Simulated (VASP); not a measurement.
Write the native input for VASP 6.6.1 that does the following.

```yaml
Task: single point
Functional: LDA
Potentials_or_basis: VASP PAW LDA potentials, release 64 (Ir_sv_GW, Rh_sv_GW)
Cutoff: 620 eV
k_mesh: 11 × 11 × 11
Occupations: fermi-dirac, width 0.1 eV
Spin: no spin polarisation
Dipole_correction: no
Further_INCAR_settings: ALGO = Normal; EDIFF = 1e-06; NBANDS = 42
```

The structure of Ir3Rh lies in POSCAR:

```
Ir3Rh
1.0
    3.7974257919      0.0000000000      0.0000000000
    0.0000000000      3.7974257919      0.0000000000
    0.0000000000      0.0000000000      3.7974257919
Ir Rh
3 1
Direct
    0.5000000000      0.0000000000      0.5000000000
    0.0000000000      0.5000000000      0.5000000000
    0.5000000000      0.5000000000      0.0000000000
    0.0000000000      0.0000000000      0.0000000000
```

One way to write it, as run:

INCAR

```
SYSTEM = Ir3Rh
ALGO = Normal ; EDIFF = 1E-6
ENCUT = 620 ; GGA = CA
GGA_COMPAT = .FALSE. ; ISIF = 2
ISMEAR = -1 ; LASPH = .TRUE.
LCHARG = .TRUE. ; LELF = .TRUE.
LREAL = .FALSE. ; LVHAR = .TRUE.
LWAVE = .FALSE. ; NBANDS = 42
NELM = 120 ; PREC = Accurate
SIGMA = 0.1
```

KPOINTS

```
k-points
0
G
  11 11 11
  0 0 0
```

Potentials or basis: VASP PAW LDA potentials, release 64 (Ir_sv_GW, Rh_sv_GW).

Run with:

```bash
$ cat potpaw_LDA.64/Ir_sv_GW/POTCAR potpaw_LDA.64/Rh_sv_GW/POTCAR > POTCAR
$ mpirun -np 1 vasp_std > vasp.out
```

Results of the run:

```yaml
Pressure: 0.7 GPa
Band_gap_on_the_k_mesh: zero (bands 34 and 35 overlap by 2.30 eV)
```

Caveat: spin-orbit coupling is left out, which moves the levels of the heavy elements.

Wall time 94 s on 1 thread of Intel(R) Xeon(R) Platinum 8488C (Sapphire Rapids) (shared host), peak memory 0.28 GiB.
